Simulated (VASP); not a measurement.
Crystal: Tl.

```
Tl
1.0
     0.00000    3.35755    3.35755
     3.35755    0.00000    3.35755
     3.35755    3.35755    0.00000
Tl
2
Direct
  0.12500 0.12500 0.12500
  0.87500 0.87500 0.87500
```

- Program: VASP 6.6.1
- Task: relaxation of cell and atoms
- Functional: PBE
- Potentials or basis: VASP PAW PBE potentials, release 64 (Tl_d)
- Cutoff: 600 eV
- k mesh: 8 × 8 × 8
- Occupations: fermi-dirac, width 0.1 eV
- Spin: no spin polarisation

At the start: pressure 4.0 GPa; volume 37.85 Å³/atom.

Q: Where does the relaxation end?

A: Over 4 steps the energy falls by 75.5 meV/atom and the volume is 45.20 Å³/atom (+19.4 %); space group Fd-3m (No. 227, to 0.05 Å).

The path:
```
step  energy change (eV)  largest force (eV/Å)  pressure (GPa)  volume (Å³)
   1              0.0000                0.0000            3.98        75.70
   2             -0.1430                0.0000            0.69        86.48
   3             -0.1504                0.0000           -0.16        91.36
   4             -0.1509                0.0000           -0.01        90.40
```

Final structure:
```
CELL_PARAMETERS angstrom
0.00000 3.56219 3.56219
3.56219 0.00000 3.56219
3.56219 3.56219 0.00000
ATOMIC_POSITIONS crystal
Tl 0.12500 0.12500 0.12500
Tl 0.87500 0.87500 0.87500
```

Caveat: the volume moved by over 15 % at a fixed basis, so the end points are rough.
